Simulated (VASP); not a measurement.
# AsPb (F-43m) in VASP: single point with PBE

Aim: the single point of AsPb with PBE.

All numbers are computed with VASP 6.6.1; they aren't measurements. Logs are shortened: lines on timing, memory, paths and dates and some standing lists are left out, and cuts for length are marked.

## Step 1: The cell of the first run

The structure is cubic, space group F-43m (No. 216). Conventional cell: a = 6.313 Å, b = 6.313 Å, c = 6.313 Å, α = 90.00°, β = 90.00°, γ = 90.00°. Pb (site symmetry -43m) has 4 As at 2.73 Å within 3.6 Å. As (site symmetry -43m) has 4 Pb at 2.73 Å within 3.6 Å.

## Step 2: Single point, PBE

Input file INCAR:

```
  PREC = Accurate
  ENCUT = 500
  EDIFF = 1E-6
  ISMEAR = -1
  SIGMA = 0.1
  LREAL = F
  LASPH = T
  NELM = 120
  ALGO = Normal
  ISIF = 2
  LWAVE = F
  LCHARG = F
  GGA = PE
  NBANDS = 16
  GGA_COMPAT = F
```

Input file KPOINTS:

```
Automatic mesh
0
Gamma
  9 9 9
```

Input file POSCAR:

```
AsPb
1.0
    0.0000000000      3.1566620000      3.1566620000
    3.1566620000      0.0000000000      3.1566620000
    3.1566620000      3.1566620000      0.0000000000
Pb As
1 1
Direct
    0.0000000000      0.0000000000      0.0000000000
    0.2500000000      0.2500000000      0.2500000000
```

Potentials or basis: VASP PAW PBE potentials, release 64 (Pb_d, As).

Run with:

```sh
$ cat potpaw_PBE.64/Pb_d/POTCAR potpaw_PBE.64/As/POTCAR > POTCAR
$ mpirun -np 1 vasp_std > vasp.out
```

OUTCAR:

```text
PREC = Accurate
   ENCUT = 500
   EDIFF = 1E-6
   ISMEAR = -1
   LREAL = F
   LASPH = T
   NELM = 120
   ISIF = 2
   GGA = PE

 ion  position               nearest neighbor table
   1  0.000  0.000  0.000-   2 2.73   2 2.73   2 2.73   2 2.73
   2  0.250  0.250  0.250-   1 2.73   1 2.73   1 2.73   1 2.73

  LATTYP: Found a face centered cubic cell.
 ALAT       =     6.3133240000

  Lattice vectors:

 A1 = (   0.0000000000,   3.1566620000,   3.1566620000)
 A2 = (   3.1566620000,   0.0000000000,   3.1566620000)
 A3 = (   3.1566620000,   3.1566620000,   0.0000000000)

Analysis of symmetry for initial positions (statically):
=====================================================================
 Subroutine PRICEL returns:
 Original cell was already a primitive cell.

 Routine SETGRP: Setting up the symmetry group for a
 face centered cubic supercell.

 Subroutine GETGRP returns: Found 24 space group operations
 (whereof 24 operations were pure point group operations)
 out of a pool of 48 trial point group operations.

The static configuration has the point symmetry T_d .

Analysis of symmetry for dynamics (positions and initial velocities):
=====================================================================
 Subroutine PRICEL returns:
 Original cell was already a primitive cell.

 Routine SETGRP: Setting up the symmetry group for a
 face centered cubic supercell.

 Subroutine GETGRP returns: Found 24 space group operations
 (whereof 24 operations were pure point group operations)
 out of a pool of 48 trial point group operations.

The dynamic configuration has the point symmetry T_d .

 Subroutine INISYM returns: Found 24 space group operations
 (whereof 24 operations are pure point group operations),
 and found     1 'primitive' translations

----------------------------------------------------------------------------------------

                                     Primitive cell

  volume of cell :      62.9092

  direct lattice vectors                    reciprocal lattice vectors
     0.000000000  3.156662000  3.156662000    -0.158395166  0.158395166  0.158395166
     3.156662000  0.000000000  3.156662000     0.158395166 -0.158395166  0.158395166
     3.156662000  3.156662000  0.000000000     0.158395166  0.158395166 -0.158395166

  length of vectors
     4.464194212  4.464194212  4.464194212     0.274348474  0.274348474  0.274348474

[... 79 lines left out ...]
   NELM   =    120;   NELMIN=  2; NELMDL= -5     # of ELM steps
   EDIFF  = 0.1E-05   stopping-criterion for ELM
   LREAL  =      F    real-space projection
   EDIFFG = 0.1E-04   stopping-criterion for IOM
   NSW    =      0    number of steps for IOM
   IBRION =     -1    ionic relax: 0-MD 1-quasi-New 2-CG
   NFREE  =      0    steps in history (QN), initial steepest desc. (CG)
   ISIF   =      2    stress and relaxation
   ISYM   =      2    0-nonsym 1-usesym 2-fastsym
   POTIM  = 0.5000    time-step for ionic-motion
   TEBEG  =    0.0;   TEEND  =   0.0 temperature during run
   PSTRESS=    0.0 pullay stress
   NELECT =      19.0000    total number of electrons
   NUPDOWN=      -1.0000    fix difference up-down
   EMIN   =  10.00;   EMAX   =-10.00  energy-range for DOS
   EFERMI =   0.00;   METHOD = LEGACY
   ISMEAR =    -1;   SIGMA  =   0.10  broadening in eV -4-tet -1-fermi 0-gaus
   EFERMI_NEDOS =   21; number of points for ismear=-14 and -15
   IALGO  =     38    algorithm
   IMIX   =      4    mixing-type and parameters
     AMIX     =   0.40;   BMIX     =  1.00
     AMIX_MAG =   1.60;   BMIX_MAG =  1.00
  volume/ion in A,a.u.               =      31.45       212.27
  Fermi-wavevector in a.u.,A,eV,Ry     =   1.098385  2.075647 16.414745  1.206450
  Thomas-Fermi vector in A             =   2.234762
   LORBIT       =      0    0 simple, 1 ext, 2 COOP (PROOUT), +10 PAW based schemes
   GGA     = PE    functional components
   LHFCALC =     F    Hartree Fock is set to
   AEXX    =    0.0000 exact exchange contribution
   IVDW    =     0    specifies the selected vdW correction
   LEPSILON=     F    determine dielectric tensor
   LRPA    =     F    only Hartree local field effects (RPA)
 non-spin polarized calculation
  energy-cutoff  :      500.00
  volume of cell :       62.91
 maximum number of plane-waves:      1639
 NGX is ok and might be reduce to    36
   NGX = 17   NGY = 17   NGZ = 17

 number of electron      18.9999998 magnetization

 Free energy of the ion-electron system (eV)
  ---------------------------------------------------
  ext. energy  EPLUGINS =         0.00000000
  ---------------------------------------------------
  free energy    TOTEN  =        -7.68328657 eV

  energy without entropy =       -7.62442609  energy(sigma->0) =       -7.65385633

 E-fermi :   4.8274     XC(G=0):  -8.8519

 val. band max:        4.8219066853   @ k =   0.4444   0.2222   0.1111
 cond. band min:       4.8690760261   @ k =   0.4444   0.3333   0.0000
 fundamental gap:      0.0471693408
 Fermi energy:         4.8274221653

 k-point     1 :       0.0000    0.0000    0.0000
  band No.  band energies     occupation
      1     -12.5089      2.00000
      2     -12.5089      2.00000
      3     -12.5089      2.00000
      4     -12.4189      2.00000
      5     -12.4189      2.00000
      6      -8.3224      2.00000
[... 433 lines left out ...]
      3     -12.4569      2.00000
      4     -12.4396      2.00000
      5     -12.4032      2.00000
      6      -6.1903      2.00000
[... 8 lines left out ...]
     15      14.4279      0.00000
     16      14.4387      0.00000

 [... further k-points ...]

------------------------ aborting loop because EDIFF is reached ----------------------------------------

  FORCE on cell =-STRESS in cart. coord.  units (eV):
  Direction    XX          YY          ZZ          XY          YZ          ZX
  --------------------------------------------------------------------------------------
  -------------------------------------------------------------------------------------
  Total        2.9498870      2.9498870      2.9498870     -0.0000000      0.0000000      0.0000000
  in kB       75.1279826     75.1279826     75.1279826     -0.0000000      0.0000000      0.0000000
  external PRESSURE =      75.1279826 kB  Pullay stress =       0.0000000 kB

 VOLUME and BASIS-vectors are now :
 -----------------------------------------------------------------------------
  energy-cutoff  :      500.00
  volume of cell :       62.91
      direct lattice vectors                 reciprocal lattice vectors
     0.000000000  3.156662000  3.156662000    -0.158395166  0.158395166  0.158395166
     3.156662000  0.000000000  3.156662000     0.158395166 -0.158395166  0.158395166
     3.156662000  3.156662000  0.000000000     0.158395166  0.158395166 -0.158395166

 POSITION                                       TOTAL-FORCE (eV/Angst)
 -----------------------------------------------------------------------------------
      0.00000      0.00000      0.00000        -0.000000     -0.000000     -0.000000
      1.57833      1.57833      1.57833         0.000000      0.000000      0.000000
 -----------------------------------------------------------------------------------
    total drift:                                0.000000      0.000000      0.000000

  FREE ENERGIE OF THE ION-ELECTRON SYSTEM (eV)
  ---------------------------------------------------
  free  energy   TOTEN  =        -7.6832865682 eV

  energy  without entropy=       -7.6244260934  energy(sigma->0) =       -7.65385633
```

Run time: 19 s. Hardware: 1 thread of Intel Xeon Platinum 8488C (Sapphire Rapids), shared host; peak memory 0.22 GiB.

What came out:

- Free energy: -7.6833 eV
- Pressure: 7.5 GPa
- Band gap on the k mesh: zero (an odd number of electrons rules out a gap without spin polarisation)

Caveat: the cell stands under pressure; spin-orbit coupling is left out, which moves the levels of the heavy elements.
